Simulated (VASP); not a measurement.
Set up this calculation in VASP 6.6.1, as the native input.

| Quantity | Value |
| --- | --- |
| Task | single point |
| Functional | LDA |
| Potentials or basis | VASP PAW LDA potentials, release 64 (Sn_d) |
| Cutoff | 520 eV |
| k mesh | 4 × 4 × 3 |
| Occupations | fermi-dirac, width 0.1 eV |
| Spin | no spin polarisation |
| Dipole correction | no |
| Further INCAR settings | ALGO = Normal; EDIFF = 1e-07; NBANDS = 21 |

The structure of Sn lies in POSCAR:

```
Sn
1.0
   -2.8994216605      2.9008009606      1.5581694818
    2.9008009606     -2.8994216605      1.5581694818
    2.8985835788      2.8985835788     -1.5556411493
Sn
2
Direct
    0.0000164062      0.9999835938      0.0000000000
    0.7499835938      0.2500164062      0.5000000000
```

The input as run:

INCAR

```
ALGO = Normal ; EDIFF = 1E-7
ENCUT = 520 ; GGA = CA
ISIF = 2 ; ISMEAR = -1
LASPH = T ; LCHARG = F
LREAL = F ; LWAVE = F
NBANDS = 21 ; NELM = 100
PREC = Accurate ; SIGMA = 0.1
```

KPOINTS

```
k-points
0
Gamma
  4 4 3
```

Potentials or basis: VASP PAW LDA potentials, release 64 (Sn_d).

The run is started by

```bash
$ cat potpaw_LDA.64/Sn_d/POTCAR > POTCAR
$ mpirun -np 1 vasp_std > vasp.out
```

It gave:

```json
{
 "Pressure": "0.4 GPa",
 "Largest force": "0.102 eV/Å",
 "Band gap on the k mesh": "zero (bands 14 and 15 overlap by 1.65 eV)"
}
```

Caveat: the k points lie up to 0.57 Å⁻¹ apart, too coarse for converged energies and pressures of a metal; spin-orbit coupling is left out, which moves the levels of the heavy elements.

Run time: 32 s on 1 thread of Intel Xeon 8259CL (shared host), peak memory 0.17 GiB.
